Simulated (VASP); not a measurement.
Bi: single point with PBE

The system is Bi.

```
Bi
1.0
     3.26789    0.00000    0.00000
    -1.63394    2.83007    0.00000
     0.00000    0.00000    3.10497
Bi
1
Direct
  0.00000 0.00000 0.00000
```

This isn't the form of Bi at room conditions, which is rhombohedral.

```json
{
 "Program": "VASP 6.6.1",
 "Task": "single point",
 "Functional": "PBE",
 "Potentials or basis": "VASP PAW PBE potentials, release 64 (Bi_d)",
 "Cutoff": "520 eV",
 "k mesh": "14 × 14 × 13",
 "Occupations": "fermi-dirac, width 0.1 eV",
 "Spin": "no spin polarisation"
}
```

```json
{
 "Pressure": "11.4 GPa",
 "Band gap on the k mesh": "zero (an odd number of electrons rules out a gap without spin polarisation)"
}
```

Levels at points of the mesh, in eV from the Fermi level:
| k point | band 3 | band 4 | band 5 | band 6 | band 7 | band 8 | band 9 | band 10 | band 11 | band 12 |
| --- | --- | --- | --- | --- | --- | --- | --- | --- | --- | --- |
| (0.00, 0.00, 0.00) | -23.10 | -22.84 | -22.84 | -14.34 | 3.24 | 5.05 | 5.05 | 7.47 | 9.34 | 9.53 |
| (0.50, 0.00, 0.00) | -22.95 | -22.87 | -22.82 | -11.08 | -5.90 | 1.60 | 6.01 | 6.49 | 10.16 | 11.97 |

Run time: 39 s on 1 thread of Intel Xeon 8259CL (shared host), peak memory 0.18 GiB.

Caveat: the cell stands under pressure; spin-orbit coupling is left out, which moves the levels of the heavy elements.
